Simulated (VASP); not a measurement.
Wanted: the native input for a VASP 6.6.1 run.

| Item | Value |
| --- | --- |
| Task | single point |
| Functional | BLYP |
| Dispersion | D3(BJ) |
| Potentials or basis | VASP PAW PBE potentials, release 64 (Zr_sv) |
| Cutoff | 520 eV |
| k mesh | 9 × 9 × 5 |
| Occupations | fermi-dirac, width 0.05 eV |
| Spin | no spin polarisation |
| Dipole correction | no |
| Further INCAR settings | ALGO = Normal; EDIFF = 1e-07; NBANDS = 19 |

The structure of Zr lies in POSCAR:

```
Zr
1.0
    3.1416231633      0.0000000000      0.0000000000
   -1.5708115817      2.7207254685      0.0000000000
    0.0000000000      0.0000000000      5.1034141130
Zr
2
Direct
    0.6666666667      0.3333333333      0.7500000000
    0.3333333333      0.6666666667      0.2500000000
```

These files were run (other wordings do the same):

INCAR

```
SYSTEM = Zr
  AGGAC = 1.0
  AGGAX = 1.0
  ALDAC = 0.0
  ALDAX = 1.0
  ALGO = Normal
  EDIFF = 1E-7
  ENCUT = 520
  GGA = B5
  ISIF = 2
  ISMEAR = -1
  IVDW = 12
  LASPH = .TRUE.
  LCHARG = .FALSE.
  LREAL = .FALSE.
  LWAVE = .FALSE.
  NBANDS = 19
  NELM = 60
  PREC = Accurate
  SIGMA = 0.05
  VDW_A1 = 0.4298
  VDW_A2 = 4.2359
  VDW_S6 = 1.0
  VDW_S8 = 2.6996
```

KPOINTS

```
k-points
0
G
  9 9 5
  0 0 0
```

Potentials or basis: VASP PAW PBE potentials, release 64 (Zr_sv).

The run is started by

```console
$ cat potpaw_PBE.64/Zr_sv/POTCAR > POTCAR
$ mpirun -np 1 vasp_std > vasp.out
```

It gave:

```
Pressure                   : 0.1 GPa
Band gap on the k mesh     : zero (band 12 reaches 11.10 eV, above the bottom of band 13 at 10.03 eV)
Dispersion energy per atom : -1.386 eV
```

Caveat: the PAW data sets were made with another functional, which shifts forces and pressure a little; pairwise dispersion overbinds metals, which lowers pressure and volume.

It took 17 s on 1 thread of AMD EPYC 9R45 96-Core Processor (Zen 5), on a shared host, peak memory 0.15 GiB.
